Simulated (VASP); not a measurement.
# Co (P6/mmm) in VASP: a series of runs

Runs on Co. Level: PBEsol. Tasks: single point.

All numbers are computed with VASP 6.6.1; they aren't measurements. Logs are shortened: lines on timing, memory, paths and dates and some standing lists are left out, and cuts for length are marked.

**1. The cell of the first run**

It takes space group P6/mmm (No. 191, hexagonal). The conventional cell has a = 3.902 Å, b = 3.902 Å, c = 2.404 Å, α = 90.00°, β = 90.00°, γ = 120.00°. Co (site symmetry 6/mmm) has 14 Co at 2.40 to 2.55 Å within 3.2 Å. Within 3.0 Å of Co (site symmetry -6m2) lie 11 Co at 2.25 to 2.55 Å.

**2. Single point, PBEsol, collinear spin, ferromagnetic start**

INCAR

```
ALGO = Normal ; EDIFF = 1E-7
ENCUT = 520 ; GGA = PS
ISIF = 2 ; ISMEAR = -1
ISPIN = 2 ; LASPH = True
LCHARG = False ; LMAXMIX = 4
LORBIT = 11 ; LREAL = False
LWAVE = False ; MAGMOM = 1.657 1.698 1.698
NBANDS = 24 ; NELM = 150
PREC = Accurate ; SIGMA = 0.05
```

KPOINTS

```
k-points
0
Gamma
  11 11 15
```

POSCAR

```
Co
1.0
    3.9023273083      0.0000000000      0.0000000000
   -1.9511636542      3.3795145828      0.0000000000
    0.0000000000      0.0000000000      2.4040888944
Co
3
Direct
    0.0000000000      1.0000000000      0.0000000000
    0.3333333333      0.6666666667      0.5000000000
    0.6666666667      0.3333333333      0.5000000000
```

Potentials or basis: VASP PAW PBE potentials, release 64 (Co).

Started as:

```
> cat potpaw_PBE.64/Co/POTCAR > POTCAR
> mpirun -np 1 vasp_std > vasp.out
```

OUTCAR:

```text
EDIFF = 1E-7
   ENCUT = 520
   GGA = PS
   ISIF = 2
   ISMEAR = -1
   ISPIN = 2
   LASPH = True
   LORBIT = 11
   LREAL = False
   NELM = 150
   PREC = Accurate

 ion  position               nearest neighbor table
   1  0.000  0.000  0.000-   2 2.55   3 2.55   2 2.55   3 2.55   2 2.55   2 2.55   3 2.55   3 2.55
                             3 2.55   3 2.55   2 2.55   2 2.55
   2  0.333  0.667  0.500-   3 2.25   3 2.25   3 2.25   1 2.55   1 2.55   1 2.55   1 2.55   1 2.55
                             1 2.55
   3  0.667  0.333  0.500-   2 2.25   2 2.25   2 2.25   1 2.55   1 2.55   1 2.55   1 2.55   1 2.55
                             1 2.55

  LATTYP: Found a hexagonal cell.
 ALAT       =     3.9023273083
 C/A-ratio  =     0.6160654154

  Lattice vectors:

 A1 = (   3.9023273083,   0.0000000000,   0.0000000000)
 A2 = (  -1.9511636542,   3.3795145828,   0.0000000000)
 A3 = (   0.0000000000,   0.0000000000,   2.4040888944)

Analysis of symmetry for initial positions (statically):
=====================================================================
 Subroutine PRICEL returns:
 Original cell was already a primitive cell.

 Routine SETGRP: Setting up the symmetry group for a
 hexagonal supercell.

 Subroutine GETGRP returns: Found 24 space group operations
 (whereof 24 operations were pure point group operations)
 out of a pool of 24 trial point group operations.

The static configuration has the point symmetry D_6h.

Analysis of symmetry for dynamics (positions and initial velocities):
=====================================================================
 Subroutine PRICEL returns:
 Original cell was already a primitive cell.

 Routine SETGRP: Setting up the symmetry group for a
 hexagonal supercell.

 Subroutine GETGRP returns: Found 24 space group operations
 (whereof 24 operations were pure point group operations)
 out of a pool of 24 trial point group operations.

The dynamic configuration has the point symmetry D_6h.

Analysis of structural, dynamic, and magnetic symmetry:
=====================================================================
 Subroutine PRICEL returns:
 Original cell was already a primitive cell.

 Routine SETGRP: Setting up the symmetry group for a
 hexagonal supercell.

 Subroutine GETGRP returns: Found 24 space group operations
 (whereof 24 operations were pure point group operations)
 out of a pool of 24 trial point group operations.

The overall configuration has the point symmetry D_6h.

 Subroutine INISYM returns: Found 24 space group operations
 (whereof 24 operations are pure point group operations),
 and found     1 'primitive' translations

----------------------------------------------------------------------------------------

                                     Primitive cell

  volume of cell :      31.7051

  direct lattice vectors                    reciprocal lattice vectors
     3.902327308  0.000000000  0.000000000     0.256257336  0.147950242  0.000000000
    -1.951163654  3.379514583  0.000000000     0.000000000  0.295900484  0.000000000
     0.000000000  0.000000000  2.404088894     0.000000000  0.000000000  0.415957997

  length of vectors
     3.902327308  3.902327308  2.404088894     0.295900484  0.295900484  0.415957997

  position of ions in fractional coordinates (direct lattice)
     0.000000000  0.000000000  0.000000000
     0.333333333  0.666666667  0.500000000
     0.666666667  0.333333333  0.500000000

  ion indices of the primitive-cell ions
   primitive index   ion index
                 1           1
                 2           2
                 3           3

----------------------------------------------------------------------------------------

 KPOINTS: k-points

Automatic generation of k-mesh.
 Grid dimensions read from file:
 generate k-points for:   11   11   15

 Generating k-lattice:

  Cartesian coordinates                     Fractional coordinates (reciprocal lattice)
     0.023296121  0.013450022  0.000000000     0.090909091  0.000000000  0.000000000
     0.000000000  0.026900044  0.000000000     0.000000000  0.090909091  0.000000000
     0.000000000  0.000000000  0.027730533     0.000000000  0.000000000  0.066666667

  Length of vectors
     0.026900044  0.026900044  0.027730533

  Shift w.r.t. Gamma in fractional coordinates (k-lattice)
     0.000000000  0.000000000  0.000000000

 Subroutine IBZKPT returns following result:
 ===========================================

 Found    128 irreducible k-points:

 Following reciprocal coordinates:
            Coordinates               Weight
  0.000000  0.000000  0.000000      1.000000
  0.090909  0.000000  0.000000      6.000000
  0.181818 -0.000000  0.000000      6.000000
  0.272727  0.000000  0.000000      6.000000
  0.363636  0.000000  0.000000      6.000000
  0.454545  0.000000  0.000000      6.000000
[... 16 lines left out ...]
  0.090909  0.090909  0.066667     12.000000
  0.181818  0.090909  0.066667     24.000000
 [... further k-points ...]
   k-points           NKPTS =    128   k-points in BZ     NKDIM =    128   number of bands    NBANDS=     24
   number of dos      NEDOS =    301   number of ions     NIONS =      3
   total plane-waves  NPLWV =  16200
   dimension x,y,z NGX =    30 NGY =   30 NGZ =   18
   dimension x,y,z NGXF=    60 NGYF=   60 NGZF=   36
   ions per type =               3
   NGX,Y,Z   is equivalent  to a cutoff of  12.78, 12.78, 12.45 a.u.
   NGXF,Y,Z  is equivalent  to a cutoff of  25.56, 25.56, 24.89 a.u.
 SYSTEM =  unknown system
   PREC   = accura    normal or accurate (medium, high low for compatibility)
   ISTART =      0    job   : 0-new  1-cont  2-samecut
   ICHARG =      2    charge: 1-file 2-atom 10-const
   ISPIN  =      2    spin polarized calculation?
   LNONCOLLINEAR =      F non collinear calculations
   LSORBIT =      F    spin-orbit coupling
   LASPH  =      T    aspherical Exc in radial PAW
   ENCUT  =  520.0 eV  38.22 Ry    6.18 a.u.   7.26  7.26  4.47*2*pi/ulx,y,z
   NELM   =    150;   NELMIN=  2; NELMDL= -5     # of ELM steps
   EDIFF  = 0.1E-06   stopping-criterion for ELM
   LREAL  =      F    real-space projection
   EDIFFG = 0.1E-05   stopping-criterion for IOM
   NSW    =      0    number of steps for IOM
   IBRION =     -1    ionic relax: 0-MD 1-quasi-New 2-CG
   NFREE  =      0    steps in history (QN), initial steepest desc. (CG)
   ISIF   =      2    stress and relaxation
   ISYM   =      2    0-nonsym 1-usesym 2-fastsym
   POTIM  = 0.5000    time-step for ionic-motion
   TEBEG  =    0.0;   TEEND  =   0.0 temperature during run
   PSTRESS=    0.0 pullay stress
   NELECT =      27.0000    total number of electrons
   NUPDOWN=      -1.0000    fix difference up-down
   EMIN   =  10.00;   EMAX   =-10.00  energy-range for DOS
   EFERMI =   0.00;   METHOD = LEGACY
   ISMEAR =    -1;   SIGMA  =   0.05  broadening in eV -4-tet -1-fermi 0-gaus
   EFERMI_NEDOS =   21; number of points for ismear=-14 and -15
   IALGO  =     38    algorithm
   IMIX   =      4    mixing-type and parameters
     AMIX     =   0.40;   BMIX     =  1.00
     AMIX_MAG =   1.60;   BMIX_MAG =  1.00
  volume/ion in A,a.u.               =      10.57        71.32
  Fermi-wavevector in a.u.,A,eV,Ry     =   1.551743  2.932370 32.761571  2.407908
  Thomas-Fermi vector in A             =   2.656219
   LORBIT       =     11    0 simple, 1 ext, 2 COOP (PROOUT), +10 PAW based schemes
   GGA     = PS    functional components
   LHFCALC =     F    Hartree Fock is set to
   AEXX    =    0.0000 exact exchange contribution
   IVDW    =     0    specifies the selected vdW correction
   LEPSILON=     F    determine dielectric tensor
   LRPA    =     F    only Hartree local field effects (RPA)
 spin polarized calculation
  energy-cutoff  :      520.00
  volume of cell :       31.71
 maximum number of plane-waves:       903
 NGX is ok and might be reduce to    30
   NGX = 15   NGY = 15   NGZ =  9

 number of electron      26.9999993 magnetization       4.8637005

 Free energy of the ion-electron system (eV)
  ---------------------------------------------------
  ext. energy  EPLUGINS =         0.00000000
  ---------------------------------------------------
  free energy    TOTEN  =       -22.94347426 eV

  energy without entropy =      -22.92636975  energy(sigma->0) =      -22.93492200

 E-fermi :  10.5520     XC(G=0): -13.7255

 val. band max:       10.5514938226   @ k =   0.2727   0.2727   0.1333
 cond. band min:      10.5550530327   @ k =   0.1818   0.1818   0.4667
 fundamental gap:      0.0035592101
 Fermi energy:        10.5520222708

 spin component 1

 k-point     1 :       0.0000    0.0000    0.0000
  band No.  band energies     occupation
      1       1.3230      1.00000
      2       5.6751      1.00000
      3       6.9848      1.00000
      4       6.9848      1.00000
      5       7.0322      1.00000
      6       7.0322      1.00000
[... 16 lines left out ...]
     23      26.8691      0.00000
     24      33.7923      0.00000
[... 598 lines left out ...]
      2       5.7271      1.00000
      3       6.1425      1.00000
      4       6.3798      1.00000
      5       6.9963      1.00000
      6       7.4017      1.00000
[... 16 lines left out ...]
     23      26.8352      0.00000
     24      32.1312      0.00000

 [... further k-points ...]

 spin component 2

 k-point     1 :       0.0000    0.0000    0.0000
  band No.  band energies     occupation
      1       1.4126      1.00000
      2       6.8456      1.00000
      3       8.1214      1.00000
      4       8.1214      1.00000
      5       8.1535      1.00000
      6       8.1535      1.00000
[... 16 lines left out ...]
     23      27.0984      0.00000
     24      34.2374      0.00000
[... 598 lines left out ...]
      2       6.7301      1.00000
      3       7.1384      1.00000
      4       7.6268      1.00000
      5       8.1617      1.00000
      6       8.6307      1.00000
[... 16 lines left out ...]
     23      27.1703      0.00000
     24      32.2549      0.00000

 [... further k-points ...]
[... 5 lines left out ...]
  --------------------------------------------------------------------------------------
  -------------------------------------------------------------------------------------
  Total       -0.2017369     -0.2017369     -0.1954765      0.0000000      0.0000000      0.0000000
  in kB      -10.1945363    -10.1945363     -9.8781701      0.0000000      0.0000000      0.0000000
  external PRESSURE =     -10.0890809 kB  Pullay stress =       0.0000000 kB

 VOLUME and BASIS-vectors are now :
 -----------------------------------------------------------------------------
  energy-cutoff  :      520.00
  volume of cell :       31.71
      direct lattice vectors                 reciprocal lattice vectors
     3.902327308  0.000000000  0.000000000     0.256257336  0.147950242  0.000000000
    -1.951163654  3.379514583  0.000000000     0.000000000  0.295900484  0.000000000
     0.000000000  0.000000000  2.404088894     0.000000000  0.000000000  0.415957997

 POSITION                                       TOTAL-FORCE (eV/Angst)
 -----------------------------------------------------------------------------------
      0.00000      0.00000      0.00000         0.000000      0.000000      0.000000
     -0.00000      2.25301      1.20204        -0.000000      0.000000      0.000000
      1.95116      1.12650      1.20204         0.000000     -0.000000      0.000000
 -----------------------------------------------------------------------------------
    total drift:                               -0.000000      0.000000      0.000000

  FREE ENERGIE OF THE ION-ELECTRON SYSTEM (eV)
  ---------------------------------------------------
  free  energy   TOTEN  =       -22.9434742606 eV

  energy  without entropy=      -22.9263697486  energy(sigma->0) =      -22.93492200

 total charge

# of ion       s       p       d       tot
------------------------------------------
    1        0.481   0.531   7.265   8.277
    2        0.517   0.561   7.300   8.378
    3        0.517   0.561   7.300   8.378
--------------------------------------------------
tot          1.514   1.654  21.864  25.032

 magnetization (x)

# of ion       s       p       d       tot
------------------------------------------
    1       -0.008  -0.050   1.653   1.595
    2       -0.011  -0.043   1.698   1.644
    3       -0.011  -0.043   1.698   1.644
--------------------------------------------------
tot         -0.030  -0.135   5.048   4.883
```

Run time: 2.5 min. Hardware: 1 thread of Intel Xeon 6975P-C (Granite Rapids), shared host; peak memory 0.25 GiB.

Results:

```yaml
Free_energy: -22.9435 eV
Pressure: -1.0 GPa
Net_moment: 4.86 μB per cell
Site_moments: Co +1.59, +1.64 μB
Valence_electrons_inside_the_program's_atomic_spheres: Co 8.28, 8.38
```

Caveat: the PAW data sets were made with another functional, which shifts forces and pressure a little.

**3. Single point, PBEsol, collinear spin, ferromagnetic start (volume scaled by 1.04)**

INCAR

```
PREC = Accurate
ENCUT = 520
EDIFF = 1E-6
ISMEAR = -1
SIGMA = 0.05
LREAL = False
LASPH = True
NELM = 150
ALGO = Normal
ISIF = 2
LWAVE = False
LCHARG = True
ISPIN = 2
MAGMOM = 1.657 1.698 1.698
LORBIT = 11
LMAXMIX = 4
GGA = PS
LELF = True
LVHAR = True
NBANDS = 24
```

KPOINTS

```
Automatic mesh
0
Gamma
  11 11 15
```

POSCAR

```
Co
1.0
    3.9536796091      0.0000000000      0.0000000000
   -1.9768398046      3.4239869799      0.0000000000
    0.0000000000      0.0000000000      2.4357252710
Co
3
Direct
    0.0000000000      1.0000000000      0.0000000000
    0.3333333333      0.6666666667      0.5000000000
    0.6666666667      0.3333333333      0.5000000000
```

Potentials or basis: VASP PAW PBE potentials, release 64 (Co).

Started as:

```
> cat potpaw_PBE.64/Co/POTCAR > POTCAR
> mpirun -np 1 vasp_std > vasp.out
```

Wall time 2.4 min (1 thread of Intel Xeon 6975P-C (Granite Rapids), shared host); peak memory 0.25 GiB.

The run converged. Its results:

| Property | Result |
| --- | --- |
| Free energy | -22.9014 eV |
| Pressure | -9.3 GPa |
| Net moment | 4.93 μB per cell |
| Site moments | Co +1.62, +1.67 μB |
| Valence electrons inside the program's atomic spheres | Co 8.20, 8.30 |

Stress tensor (GPa, compression positive):
```
-9.45  0.00  0.00
 0.00 -9.45  0.00
 0.00  0.00 -8.97
```

Levels at points of the mesh, in eV from the Fermi level:
Spin up:
| k point | band 14 | band 15 | band 16 | band 17 | band 18 | band 19 |
| --- | --- | --- | --- | --- | --- | --- |
| (0.00, 0.00, 0.00) | -1.89 | -0.72 | -0.72 | 6.32 | 6.32 | 6.33 |
Spin down:
| k point | band 7 | band 8 | band 9 | band 10 | band 11 | band 12 | band 13 | band 14 | band 15 | band 16 |
| --- | --- | --- | --- | --- | --- | --- | --- | --- | --- | --- |
| (0.00, 0.00, 0.00) | -1.88 | -1.25 | -0.71 | -0.71 | -0.14 | -0.14 | -0.11 | -0.11 | 1.29 | 1.29 |

Caveat: the PAW data sets were made with another functional, which shifts forces and pressure a little.

(Continued in part 2 of 2.)
